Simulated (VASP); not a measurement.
Write the native input for VASP 6.6.1 that does the following.

```yaml
Task: single point
Functional: PBE
Potentials_or_basis: VASP PAW PBE potentials, release 64 (Pt)
Cutoff: 520 eV
k_mesh: 16 × 16 × 15
Occupations: fermi-dirac, width 0.08 eV
Spin: no spin polarisation
Dipole_correction: no
Further_INCAR_settings: ALGO = Normal; EDIFF = 1e-06; NBANDS = 11
```

The structure of Pt lies in POSCAR:

```
Pt
1.0
    2.6883656383      0.0000000000      0.0000000000
   -1.3441828192      2.3281929374      0.0000000000
    0.0000000000      0.0000000000      2.6900108913
Pt
1
Direct
    0.0000000000      0.0000000000      0.0000000000
```

The input as run:

INCAR

```
SYSTEM = Pt
  PREC = Accurate
  ENCUT = 520
  EDIFF = 1E-6
  ISMEAR = -1
  SIGMA = 0.08
  LREAL = .FALSE.
  LASPH = .TRUE.
  NELM = 100
  ALGO = Normal
  ISIF = 2
  LWAVE = .FALSE.
  LCHARG = .TRUE.
  GGA = PE
  LELF = .TRUE.
  LVHAR = .TRUE.
  NBANDS = 11
```

KPOINTS

```
regular mesh
0
G
  16 16 15
  0 0 0
```

Potentials or basis: VASP PAW PBE potentials, release 64 (Pt).

Command:

```sh
$ cat potpaw_PBE.64/Pt/POTCAR > POTCAR
$ mpirun -np 1 vasp_std > vasp.out
```

Results of the run:

```
Pressure               : -0.5 GPa
Band gap on the k mesh : zero (band 5 reaches 10.59 eV, above the bottom of band 6 at 8.04 eV)
```

Caveat: spin-orbit coupling is left out, which moves the levels of the heavy elements.

It took 19 s on 1 thread of AMD EPYC 9R45 96-Core Processor (Zen 5), on a shared host, peak memory 0.13 GiB.
